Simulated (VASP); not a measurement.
A run of VASP 6.6.1 is set up as follows.

Contents of INCAR:

```
  PREC = Accurate
  ENCUT = 520
  EDIFF = 1E-7
  ISMEAR = 0
  SIGMA = 0.1
  LREAL = F
  LASPH = T
  NELM = 100
  ALGO = Fast
  ISIF = 2
  LWAVE = F
  LCHARG = F
  LDIPOL = T
  IDIPOL = 3
  DIPOL = 0.5 0.5 0.362
  GGA = PE
  IBRION = 2
  NSW = 36
  EDIFFG = -0.025
```

File KPOINTS:

```
Automatic mesh
0
Gamma
  9 9 1
```

Contents of POSCAR:

```
W3C
1.0
    2.8547213223      0.0000000000      0.0000000000
   -1.4273606611      2.4722611858      0.0000000000
    0.0000000000      0.0000000000     20.1973423164
W C
3 1
Selective dynamics
Direct
    0.6666666667      0.3333333333      0.1980458586  F F F
    0.3333333333      0.6666666667      0.3143385340  F F F
    0.0000000000      0.0000000000      0.4306181566  F F F
    0.1666666667      0.6666666667      0.5058755829  F F T
```

Potentials or basis: VASP PAW PBE potentials, release 64 (W_sv, C).

Command:

```console
$ cat potpaw_PBE.64/W_sv/POTCAR potpaw_PBE.64/C/POTCAR > POTCAR
$ mpirun -np 1 vasp_std > vasp.out
```

(1) What does it give for the band gap on the k mesh?

(2) Predict the energy gained by relaxing.

Results:

(1) zero (bands 23 and 24 overlap by 0.73 eV).

(2) 82.5 meV/atom.

Caveat: spin-orbit coupling is left out, which moves the levels of the heavy elements.
